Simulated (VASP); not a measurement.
Set up this calculation in VASP 6.6.1, as the native input.

```
Task                   : single point
Functional             : PBEsol
Potentials or basis    : VASP PAW PBE potentials, release 64 (P)
Cutoff                 : 520 eV
k mesh                 : 8 × 1 × 6
Occupations            : gaussian, width 0.05 eV
Spin                   : no spin polarisation
Dipole correction      : no
Further INCAR settings : ALGO = Normal; EDIFF = 1e-06; NBANDS = 18
```

The structure of P lies in POSCAR:

```
P
1.0
    3.3356194204      0.1319497986     -0.1746748417
    1.4010966790     35.4908059949     -0.1293173937
   -0.2359713609     -0.0164522958      4.6043957939
P
4
Direct
   -0.0733861971      0.9632332255      0.5784734831
    0.0777146777      0.0283781774      0.4032948621
    0.4661275515      0.0336297190      0.0357444538
    0.5295439679      0.9747588780      0.9824872009
```

This cell differs from its parent crystal: atoms moved at random and the cell strained at random.

The input as run:

INCAR

```
SYSTEM = P
PREC = Accurate ; ENCUT = 520
EDIFF = 1E-6 ; ISMEAR = 0
SIGMA = 0.05 ; LREAL = .FALSE.
LASPH = .TRUE. ; NELM = 60
ALGO = Normal ; ISIF = 2
LWAVE = .FALSE. ; LCHARG = .FALSE.
GGA = PS ; NBANDS = 18
```

KPOINTS

```
Automatic mesh
0
G
  8 1 6
  0 0 0
```

Potentials or basis: VASP PAW PBE potentials, release 64 (P).

The run is started by

```sh
$ cat potpaw_PBE.64/P/POTCAR > POTCAR
$ mpirun -np 1 vasp_std > vasp.out
```

It gave:

* Largest force: 2.548 eV/Å
* Band gap on the k mesh: zero (band 10 reaches -3.00 eV, above the bottom of band 11 at -3.45 eV)

Caveat: the cell differs from its parent crystal (atoms moved at random and the cell strained at random); the PAW data sets were made with another functional, which shifts forces and pressure a little.

Run time: 13 min on 1 thread of Oxide Virtual Turin-like Processor, on a shared host, peak memory 0.63 GiB.
